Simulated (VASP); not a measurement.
# Sr (Pm-3m) in VASP: single point with PBEsol

Aim: the single point of Sr with PBEsol.

Program: VASP 6.6.1. These are calculated values, not measurements. Logs are shortened: lines on timing, memory, paths and dates and some standing lists are left out, and cuts for length are marked.

## 1. The cell of the first run

Symmetry: Pm-3m, No. 221, cubic system. Conventional cell: a = 3.849 Å, b = 3.849 Å, c = 3.849 Å, α = 90.00°, β = 90.00°, γ = 90.00°. Within 5.1 Å of Sr (site symmetry m-3m) lie 6 Sr at 3.85 Å.

This isn't the form of Sr at room conditions, which is fcc.

## 2. Single point, PBEsol

Input file INCAR:

```
SYSTEM = Sr
PREC = Accurate
ENCUT = 520
EDIFF = 1E-6
ISMEAR = 0
SIGMA = 0.15
LREAL = .False.
LASPH = .True.
NELM = 60
ALGO = Normal
ISIF = 2
LWAVE = .False.
LCHARG = .True.
GGA = PS
LELF = .True.
LVHAR = .True.
NBANDS = 11
```

Input file KPOINTS:

```
Automatic mesh
0
Gamma
  16 16 16
  0 0 0
```

Input file POSCAR:

```
Sr
1.0
   -1.2831491837      2.5662983673      2.5662983673
    2.5662983673     -1.2831491837      2.5662983673
    2.5662983673      2.5662983673     -1.2831491837
Sr
1
Direct
    0.0000000000      0.0000000000      0.0000000000
```

Potentials or basis: VASP PAW PBE potentials, release 64 (Sr_sv).

On the command line:

```console
> cat potpaw_PBE.64/Sr_sv/POTCAR > POTCAR
> mpirun -np 1 vasp_std > vasp.out
```

OUTCAR:

```text
SYSTEM = Sr
   PREC = Accurate
   ENCUT = 520
   EDIFF = 1E-6
   ISMEAR = 0
   LREAL = .False.
   LASPH = .True.
   NELM = 60
   ISIF = 2
   GGA = PS

 ion  position               nearest neighbor table
   1  0.000  0.000  0.000-

  LATTYP: Found a simple cubic cell.
 ALAT       =     3.8494475510

  Lattice vectors:

 A1 = (  -1.2831491837,   2.5662983673,   2.5662983673)
 A2 = (   2.5662983673,  -1.2831491837,   2.5662983673)
 A3 = (   2.5662983673,   2.5662983673,  -1.2831491837)

Analysis of symmetry for initial positions (statically):
=====================================================================
 Subroutine PRICEL returns:
 Original cell was already a primitive cell.

 Routine SETGRP: Setting up the symmetry group for a
 simple cubic supercell.

 Subroutine GETGRP returns: Found 48 space group operations
 (whereof 48 operations were pure point group operations)
 out of a pool of 48 trial point group operations.

The static configuration has the point symmetry O_h .

Analysis of symmetry for dynamics (positions and initial velocities):
=====================================================================
 Subroutine PRICEL returns:
 Original cell was already a primitive cell.

 Routine SETGRP: Setting up the symmetry group for a
 simple cubic supercell.

 Subroutine GETGRP returns: Found 48 space group operations
 (whereof 48 operations were pure point group operations)
 out of a pool of 48 trial point group operations.

The dynamic configuration has the point symmetry O_h .

 Subroutine INISYM returns: Found 48 space group operations
 (whereof 48 operations are pure point group operations),
 and found     1 'primitive' translations

----------------------------------------------------------------------------------------

                                     Primitive cell

  volume of cell :      57.0421

  direct lattice vectors                    reciprocal lattice vectors
    -1.283149184  2.566298367  2.566298367    -0.086592512  0.173185024  0.173185024
     2.566298367 -1.283149184  2.566298367     0.173185024 -0.086592512  0.173185024
     2.566298367  2.566298367 -1.283149184     0.173185024  0.173185024 -0.086592512

  length of vectors
     3.849447551  3.849447551  3.849447551     0.259777536  0.259777536  0.259777536

  position of ions in fractional coordinates (direct lattice)
     0.000000000  0.000000000  0.000000000

  ion indices of the primitive-cell ions
   primitive index   ion index
                 1           1

----------------------------------------------------------------------------------------

 KPOINTS: Automatic mesh

Automatic generation of k-mesh.
 Grid dimensions read from file:
 generate k-points for:   16   16   16

 Generating k-lattice:

  Cartesian coordinates                     Fractional coordinates (reciprocal lattice)
    -0.005412032  0.010824064  0.010824064     0.062500000  0.000000000 -0.000000000
     0.010824064 -0.005412032  0.010824064     0.000000000  0.062500000 -0.000000000
     0.010824064  0.010824064 -0.005412032    -0.000000000 -0.000000000  0.062500000

  Length of vectors
     0.016236096  0.016236096  0.016236096

  Shift w.r.t. Gamma in fractional coordinates (k-lattice)
     0.000000000  0.000000000  0.000000000

 Subroutine IBZKPT returns following result:
 ===========================================

 Found    165 irreducible k-points:

 Following reciprocal coordinates:
            Coordinates               Weight
  0.000000  0.000000  0.000000      1.000000
  0.062500  0.000000  0.000000      6.000000
  0.125000  0.000000  0.000000      6.000000
  0.187500  0.000000  0.000000      6.000000
  0.250000  0.000000  0.000000      6.000000
  0.312500  0.000000 -0.000000      6.000000
[... 16 lines left out ...]
  0.437500  0.125000  0.000000     24.000000
  0.500000  0.125000 -0.000000     12.000000
 [... further k-points ...]
   k-points           NKPTS =    165   k-points in BZ     NKDIM =    165   number of bands    NBANDS=     11
   number of dos      NEDOS =    301   number of ions     NIONS =      1
   total plane-waves  NPLWV =  27000
   dimension x,y,z NGX =    30 NGY =   30 NGZ =   30
   dimension x,y,z NGXF=    60 NGYF=   60 NGZF=   60
   ions per type =               1
   NGX,Y,Z   is equivalent  to a cutoff of  12.96, 12.96, 12.96 a.u.
   NGXF,Y,Z  is equivalent  to a cutoff of  25.91, 25.91, 25.91 a.u.
 SYSTEM =  Sr
   PREC   = accura    normal or accurate (medium, high low for compatibility)
   ISTART =      0    job   : 0-new  1-cont  2-samecut
   ICHARG =      2    charge: 1-file 2-atom 10-const
   ISPIN  =      1    spin polarized calculation?
   LNONCOLLINEAR =      F non collinear calculations
   LSORBIT =      F    spin-orbit coupling
   LASPH  =      T    aspherical Exc in radial PAW
   ENCUT  =  520.0 eV  38.22 Ry    6.18 a.u.   7.16  7.16  7.16*2*pi/ulx,y,z
   NELM   =     60;   NELMIN=  2; NELMDL= -5     # of ELM steps
   EDIFF  = 0.1E-05   stopping-criterion for ELM
   LREAL  =      F    real-space projection
   EDIFFG = 0.1E-04   stopping-criterion for IOM
   NSW    =      0    number of steps for IOM
   IBRION =     -1    ionic relax: 0-MD 1-quasi-New 2-CG
   NFREE  =      0    steps in history (QN), initial steepest desc. (CG)
   ISIF   =      2    stress and relaxation
   ISYM   =      2    0-nonsym 1-usesym 2-fastsym
   POTIM  = 0.5000    time-step for ionic-motion
   TEBEG  =    0.0;   TEEND  =   0.0 temperature during run
   PSTRESS=    0.0 pullay stress
   NELECT =      10.0000    total number of electrons
   NUPDOWN=      -1.0000    fix difference up-down
   EMIN   =  10.00;   EMAX   =-10.00  energy-range for DOS
   EFERMI =   0.00;   METHOD = LEGACY
   ISMEAR =     0;   SIGMA  =   0.15  broadening in eV -4-tet -1-fermi 0-gaus
   EFERMI_NEDOS =   21; number of points for ismear=-14 and -15
   IALGO  =     38    algorithm
   IMIX   =      4    mixing-type and parameters
     AMIX     =   0.40;   BMIX     =  1.00
     AMIX_MAG =   1.60;   BMIX_MAG =  1.00
  volume/ion in A,a.u.               =      57.04       384.94
  Fermi-wavevector in a.u.,A,eV,Ry     =   0.916241  1.731445 11.422060  0.839498
  Thomas-Fermi vector in A             =   2.041074
   LORBIT       =      0    0 simple, 1 ext, 2 COOP (PROOUT), +10 PAW based schemes
   GGA     = PS    functional components
   LHFCALC =     F    Hartree Fock is set to
   AEXX    =    0.0000 exact exchange contribution
   IVDW    =     0    specifies the selected vdW correction
   LEPSILON=     F    determine dielectric tensor
   LRPA    =     F    only Hartree local field effects (RPA)
 non-spin polarized calculation
 Gauss-broadening in eV      SIGMA  =   0.15
  energy-cutoff  :      520.00
  volume of cell :       57.04
 maximum number of plane-waves:      1568
 NGX is ok and might be reduce to    30
   NGX = 15   NGY = 15   NGZ = 15

 number of electron      10.0000000 magnetization

 Free energy of the ion-electron system (eV)
  ---------------------------------------------------
  ext. energy  EPLUGINS =         0.00000000
  ---------------------------------------------------
  free energy    TOTEN  =        -1.45147288 eV

  energy without entropy =       -1.43727725  energy(sigma->0) =       -1.44437506

 E-fermi :   1.2289     XC(G=0):  -7.3049

 val. band max:        1.1993818260   @ k =   0.5000   0.3125   0.0000
 cond. band min:       1.2593769270   @ k =   0.4375   0.0000   0.0000
 fundamental gap:      0.0599951010
 Fermi energy:         1.2289081142

 k-point     1 :       0.0000    0.0000    0.0000
  band No.  band energies     occupation
      1     -35.5199      2.00000
      2     -17.3846      2.00000
      3     -17.3846      2.00000
      4     -17.3846      2.00000
      5      -2.1901      2.00000
      6       1.9266      0.00000
      7       1.9266      0.00000
      8       6.1687      0.00000
      9       6.1687      0.00000
     10       6.1687      0.00000
     11       8.5886      0.00000

 k-point     2 :       0.0625    0.0000    0.0000
  band No.  band energies     occupation
      1     -35.5192      2.00000
      2     -17.3957      2.00000
      3     -17.3837      2.00000
      4     -17.3837      2.00000
      5      -2.1385      2.00000
      6       1.9450      0.00000
      7       1.9525      0.00000
      8       6.0364      0.00000
      9       6.0364      0.00000
     10       6.1758      0.00000
     11       8.3011      0.00000

 k-point     3 :       0.1250    0.0000    0.0000
  band No.  band energies     occupation
      1     -35.5172      2.00000
      2     -17.4273      2.00000
      3     -17.3810      2.00000
      4     -17.3810      2.00000
      5      -1.9870      2.00000
      6       1.9983      0.00000
      7       2.0164      0.00000
      8       5.7246      0.00000
      9       5.7246      0.00000
     10       6.1959      0.00000
     11       7.7226      0.00000

 k-point     4 :       0.1875    0.0000    0.0000
  band No.  band energies     occupation
      1     -35.5143      2.00000
      2     -17.4741      2.00000
      3     -17.3771      2.00000
      4     -17.3771      2.00000
      5      -1.7444      2.00000
      6       2.0761      0.00000
      7       2.0812      0.00000
      8       5.3590      0.00000
      9       5.3590      0.00000
     10       6.2265      0.00000
     11       7.1753      0.00000
[... 239 lines left out ...]
 k-point    22 :       0.3750    0.1250    0.0000
  band No.  band energies     occupation
      1     -35.5017      2.00000
      2     -17.6221      2.00000
      3     -17.4047      2.00000
      4     -17.3602      2.00000
      5      -0.4348      2.00000
      6       1.6522      0.00007
      7       2.5223      0.00000
      8       4.1982      0.00000
      9       4.5531      0.00000
     10       5.9934      0.00000
     11       7.1193      0.00000

 k-point    23 :       0.4375    0.1250    0.0000
  band No.  band energies     occupation
      1     -35.4997      2.00000
      2     -17.6517      2.00000
      3     -17.4019      2.00000
      4     -17.3576      2.00000
      5      -0.0220      2.00000
      6       1.2671      0.71869
      7       2.6018      0.00000
      8       4.1325      0.00000
      9       4.4204      0.00000
     10       6.0210      0.00000
     11       7.3214      0.00000

 k-point    24 :       0.5000    0.1250   -0.0000
  band No.  band energies     occupation
      1     -35.4990      2.00000
      2     -17.6620      2.00000
      3     -17.4009      2.00000
      4     -17.3567      2.00000
      5       0.2119      2.00000
      6       1.0377      1.92858
      7       2.6317      0.00000
      8       4.1072      0.00000
      9       4.3755      0.00000
     10       6.0308      0.00000
     11       7.4398      0.00000

 [... further k-points ...]

------------------------ aborting loop because EDIFF is reached ----------------------------------------

  FORCE on cell =-STRESS in cart. coord.  units (eV):
  Direction    XX          YY          ZZ          XY          YZ          ZX
  --------------------------------------------------------------------------------------
  -------------------------------------------------------------------------------------
  Total       -0.1764407     -0.1764407     -0.1764407      0.0000000      0.0000000      0.0000000
  in kB       -4.9558035     -4.9558035     -4.9558035      0.0000000      0.0000000      0.0000000
  external PRESSURE =      -4.9558035 kB  Pullay stress =       0.0000000 kB

 VOLUME and BASIS-vectors are now :
 -----------------------------------------------------------------------------
  energy-cutoff  :      520.00
  volume of cell :       57.04
      direct lattice vectors                 reciprocal lattice vectors
    -1.283149184  2.566298367  2.566298367    -0.086592512  0.173185024  0.173185024
     2.566298367 -1.283149184  2.566298367     0.173185024 -0.086592512  0.173185024
     2.566298367  2.566298367 -1.283149184     0.173185024  0.173185024 -0.086592512

 POSITION                                       TOTAL-FORCE (eV/Angst)
 -----------------------------------------------------------------------------------
      0.00000      0.00000      0.00000         0.000000      0.000000     -0.000000
 -----------------------------------------------------------------------------------
    total drift:                               -0.000000     -0.000000     -0.000000

  FREE ENERGIE OF THE ION-ELECTRON SYSTEM (eV)
  ---------------------------------------------------
  free  energy   TOTEN  =        -1.4514728814 eV

  energy  without entropy=       -1.4372772462  energy(sigma->0) =       -1.44437506
```

Wall time 34 s (1 thread of AMD EPYC 9R45 (Zen 5), shared host); peak memory 0.21 GiB.

What came out:

- Free energy: -1.4515 eV
- Pressure: -0.5 GPa
- Band gap on the k mesh: zero (bands 5 and 6 overlap by 0.83 eV)

Levels at points of the mesh, in eV from the Fermi level:
```csv
k point,band 1,band 2,band 3,band 4,band 5,band 6,band 7,band 8,band 9,band 10
"(0.00, 0.00, 0.00)",-36.75,-18.61,-18.61,-18.61,-3.42,0.70,0.70,4.94,4.94,4.94
"(0.50, 0.00, 0.00)",-36.73,-18.90,-18.59,-18.59,-1.25,-0.16,1.26,3.09,3.09,5.13
"(0.50, 0.50, 0.00)",-36.71,-18.86,-18.86,-18.57,-0.46,0.69,2.28,2.28,3.52,3.52
"(0.50, 0.50, 0.50)",-36.70,-18.83,-18.83,-18.83,0.55,0.55,0.55,4.55,5.09,5.09
```

Caveat: the PAW data sets were made with another functional, which shifts forces and pressure a little.
